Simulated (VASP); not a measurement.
Input of a VASP 6.6.1 run:

Contents of INCAR:

```
SYSTEM = Tl3PI
ALGO = Normal
EDIFF = 1E-6
ENCUT = 520
GGA = PE
ISIF = 2
ISMEAR = -1
LASPH = .TRUE.
LCHARG = .FALSE.
LREAL = .FALSE.
LWAVE = .FALSE.
NBANDS = 62
NELM = 80
PREC = Accurate
SIGMA = 0.1
```

File KPOINTS:

```
k-points
0
G
  5 5 5
  0 0 0
```

File POSCAR:

```
Tl3PI
1.0
    3.7037160000      6.4150240000      0.0000000000
   -3.7037160000      6.4150240000      0.0000000000
    0.0000000000      0.0000000000      6.5919230000
Tl I P
6 2 2
Direct
    0.1607800000      0.1607800000      0.2500000000
    0.8392200000      0.3215600000      0.7500000000
    0.6784400000      0.1607800000      0.2500000000
    0.8392200000      0.8392200000      0.7500000000
    0.1607800000      0.6784400000      0.2500000000
    0.3215600000      0.8392200000      0.7500000000
    0.6666700000      0.6666600000      0.2500000000
    0.3333300000      0.3333400000      0.7500000000
    0.0000000000      0.0000000000      0.0000000000
    0.0000000000      0.0000000000      0.5000000000
```

Potentials or basis: VASP PAW PBE potentials, release 64 (Tl_d, I, P).

Run with:

```bash
$ cat potpaw_PBE.64/Tl_d/POTCAR potpaw_PBE.64/I/POTCAR potpaw_PBE.64/P/POTCAR > POTCAR
$ mpirun -np 1 vasp_std > vasp.out
```

Q: Estimate the band gap on the k mesh.

A: Zero (bands 51 and 52 overlap by 0.86 eV).

Q: What does it give for the largest force?

A: 2.115 eV/Å.

Q: Predict the pressure.

A: 6.6 GPa.

Stress tensor (GPa, compression positive):
```
5.62 0.00 0.00
0.00 5.62 0.00
0.00 0.00 8.55
```

Caveat: the cell stands under pressure; spin-orbit coupling is left out, which moves the levels of the heavy elements; forces of over 1 eV/Å act on the atoms, so gaps and moduli don't describe the material at rest.
